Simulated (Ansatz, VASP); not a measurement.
HfB2 in VASP and in Ansatz

Contents of INCAR:

```
SYSTEM = HfB2
  ALGO = Normal
  EDIFF = 1E-6
  ENCUT = 520
  GGA = PS
  ISIF = 2
  ISMEAR = -1
  LASPH = .True.
  LCHARG = .False.
  LREAL = .False.
  LWAVE = .False.
  NBANDS = 15
  NELM = 60
  PREC = Accurate
  SIGMA = 0.05
```

KPOINTS

```
k-points
0
Gamma
  13 13 11
  0 0 0
```

The input POSCAR:

```
HfB2
1.0
    3.1086000995      0.0000000000      0.0000000000
   -1.5543000498      2.6921266564      0.0000000000
    0.0000000000      0.0000000000      3.4800000000
Hf B
1 2
Direct
    0.0000000000      0.0000000000      0.0000000000
    0.3333333333      0.6666666667      0.5000000000
    0.6666666667      0.3333333333      0.5000000000
```

Input for Ansatz:

```yaml
crystal:
  lattice:
    - [3.1086000995, 0.0, 0.0]
    - [-1.5543000498, 2.6921266564, 0.0]
    - [0.0, 0.0, 3.48]
  atoms:
    - { symbol: Hf, position: [0.0, 0.0, 0.0] }
    - { symbol: B, position: [0.3333333333, 0.6666666667, 0.5] }
    - { symbol: B, position: [0.6666666667, 0.3333333333, 0.5] }
kpoints:
  mp_grid: { grid: [13, 13, 11] }
  band_path:
    path:
      - [0.0, 0.0, 0.0]
      - [0.5, 0.0, 0.0]
      - [0.3333333333, 0.3333333333, 0.0]
      - [0.0, 0.0, 0.0]
      - [0.0, 0.0, 0.5]
      - [0.5, 0.0, 0.5]
      - [0.3333333333, 0.3333333333, 0.5]
      - [0.0, 0.0, 0.5]
      - [0.5, 0.0, 0.5]
    npoints: 5
scf:
  occupations: { method: fermi_dirac, width: 0.05 }
hamiltonian:
  xc: pbesol
  pseudopotentials: { kind: all_electron, lapw: { basis_error: 0.0005 } }
output:
  forces: true
  stress: true
  eigenvalues: true
```

Change from the starting cell: equal xx and yy strain of -1 %.

Alike in both runs: task single point; functional PBEsol; k mesh 13 × 13 × 11; occupations fermi-dirac, width 0.05 eV; no spin polarisation.

```csv
,VASP,Ansatz
version,VASP 6.6.1,Ansatz 0.2.0
potentials or method,"VASP PAW PBE potentials, release 64 (Hf_pv, B), cutoff 520 eV","all-electron LAPW, scalar-relativistic"
```

VASP gave:

```
pressure (GPa)                                                : 0.9
traceless stress, the component that is largest in VASP (GPa) : -3.67
```

Task: What did Ansatz give for the same quantities?

Result: Pressure (GPa): 1.0; traceless stress, the component that is largest in VASP (GPa): -3.82.

VASP's potentials were made for PBE, not for PBEsol. Ansatz ran all-electron here, and VASP with PAW potentials.

Spin-orbit coupling is off throughout.
